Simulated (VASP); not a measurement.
A run of VASP 6.6.1:

File INCAR:

```
SYSTEM = Sn5As3
PREC = Accurate ; ENCUT = 600
EDIFF = 1E-6 ; ISMEAR = 0
SIGMA = 0.2 ; LREAL = .FALSE.
LASPH = .TRUE. ; NELM = 80
ALGO = Normal ; ISIF = 3
LWAVE = .FALSE. ; LCHARG = .FALSE.
GGA = PE ; IBRION = 2
NSW = 36 ; EDIFFG = -0.08
```

File KPOINTS:

```
Automatic mesh
0
G
  4 4 1
  0 0 0
```

The input POSCAR:

```
Sn5As3
1.0
    3.7073265000      0.0000000000      0.0000000000
    0.0000000000      3.7073265000      0.0000000000
    0.0000000000      0.0000000000     14.6804595200
Sn As
5 3
Direct
    0.0000000000      0.0000000000      0.8732289100
    0.0000000000      0.0000000000      0.1267710900
    0.0000000000      0.0000000000      0.3748377300
    0.0000000000      0.0000000000      0.6251622700
    0.5000000000      0.5000000000      0.0000000000
    0.5000000000      0.5000000000      0.2499350300
    0.5000000000      0.5000000000      0.5000000000
    0.5000000000      0.5000000000      0.7500649700
```

Potentials or basis: VASP PAW PBE potentials, release 64 (Sn_d, As).

Launch:

```console
$ cat potpaw_PBE.64/Sn_d/POTCAR potpaw_PBE.64/As/POTCAR > POTCAR
$ mpirun -np 1 vasp_std > vasp.out
```

Hardware: 1 thread of AMD EPYC 9R45 96-Core Processor (Zen 5), with other jobs on the host.

Task: How long does it take, and how much memory?

Result: Wall time 8.1 min on 1 thread of AMD EPYC 9R45 96-Core Processor (Zen 5), with other jobs on the host, peak memory 0.32 GiB. Counts: scf iterations 112, k points 6, ion steps 12.
